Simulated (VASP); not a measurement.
# Al: single point with PBE+D3(BJ)

Crystal: Al.

```
Al
1.0
     2.81442    0.00000    0.00000
    -1.40721    2.43736    0.00000
     0.00000    0.00000    9.24105
Al
4
Direct
  0.00000 0.00000 0.00000
  0.30461 0.60923 0.18940
  0.00000 0.00000 0.50000
  0.66667 0.33333 0.75000
```

This cell differs from its parent crystal: atom 2 (Al) moved by -0.140 Å along [1 2 0] and -0.560 Å along [0 0 1].

```yaml
Program: VASP 6.6.1
Task: single point
Functional: PBE
Dispersion: D3(BJ)
Potentials_or_basis: VASP PAW PBE potentials, release 64 (Al)
Cutoff: 520 eV
k_mesh: 18 × 18 × 4
Occupations: gaussian, width 0.15 eV
Spin: no spin polarisation
Dipole_correction: no
Further_INCAR_settings: ALGO = Fast; EDIFF = 1e-06; NBANDS = 14
```

```yaml
Pressure: 8.0 GPa
Largest_force: 4.575 eV/Å
Band_gap_on_the_k_mesh: zero (bands 6 and 7 overlap by 4.89 eV)
Dispersion_energy_per_atom: -0.352 eV
```

Forces on the atoms (eV/Å):
```
Al   0.000 -0.627 -3.868
Al   0.000  0.647  4.529
Al   0.000 -0.007 -0.680
Al   0.000 -0.013  0.019
```

Stress tensor (GPa, compression positive):
```
 4.05  0.00  0.00
 0.00  6.68  2.77
 0.00  2.77 13.22
```

Levels at points of the mesh, in eV from the Fermi level:
```csv
k point,band 4,band 5,band 6,band 7,band 8,band 9
"(0.00, 0.00, 0.00)",-4.51,-4.41,3.24,3.78,9.94,10.12
"(0.50, 0.00, 0.00)",-4.15,-2.84,-2.76,1.06,1.30,1.56
"(0.00, 0.50, 0.00)",-4.16,-2.81,-2.73,1.11,1.26,1.61
"(0.00, 0.00, 0.50)",-6.87,-1.16,-0.51,8.18,8.50,10.00
"(0.50, 0.00, 0.50)",-4.47,-1.98,-1.76,-0.90,-0.64,4.28
"(0.00, 0.50, 0.50)",-4.47,-1.94,-1.73,-0.86,-0.68,4.23
```

It took 2.2 min on 1 thread of Intel(R) Xeon(R) 6975P-C (Granite Rapids), with other jobs on the host, peak memory 0.37 GiB.

Caveat: the cell differs from its parent crystal (atom 2 (Al) moved by -0.140 Å along [1 2 0] and -0.560 Å along [0 0 1]); the cell stands under pressure; forces of over 1 eV/Å act on the atoms, so gaps and moduli don't describe the material at rest.
